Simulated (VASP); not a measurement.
TaN:

```
Ta N
1.0
     2.93800    0.00000    0.00000
    -1.46900    2.54438    0.00000
     0.00000    0.00000    2.88300
Ta N
1 1
Direct
  0.33333 0.66667 0.50000
  0.00000 0.00000 0.00000
```

| Item | Value |
| --- | --- |
| Program | VASP 6.6.1 |
| Task | relaxation of cell and atoms |
| Functional | LDA |
| Potentials or basis | VASP PAW LDA potentials, release 64 (Ta_sv_GW, N) |
| Cutoff | 700 eV |
| k mesh | 12 × 12 × 11 |
| Occupations | fermi-dirac, width 0.1 eV |
| Spin | no spin polarisation |

At the start: pressure -10.6 GPa; volume 10.78 Å³/atom.

Question: Where does the relaxation end?

Answer: Over 7 steps the energy falls by 10.6 meV/atom and the volume is 10.47 Å³/atom (-2.9 %); space group P-6m2 (No. 187, to 0.1 Å) before and after.

Step by step:
```
step  energy change (eV)  largest force (eV/Å)  pressure (GPa)  volume (Å³)
   1              0.0000                0.0000          -10.57        21.55
   2              0.1313                0.0000           34.11        19.41
   3             -0.0211                0.0000           -0.36        20.95
   4             -0.0211                0.0000           -0.05        20.93
   5             -0.0211                0.0000            0.18        20.92
   6             -0.0211                0.0000           -0.44        20.95
   7             -0.0212                0.0000           -0.10        20.93
```

Final structure:
```yaml
crystal:
  lattice:
    - [2.91001, 0.00000, 0.00000]
    - [-1.45500, 2.52014, 0.00000]
    - [0.00000, 0.00000, 2.85433]
  atoms:
    - { symbol: Ta, position: [0.33333, 0.66667, 0.50000] }
    - { symbol: N, position: [0.00000, 0.00000, 0.00000] }
```
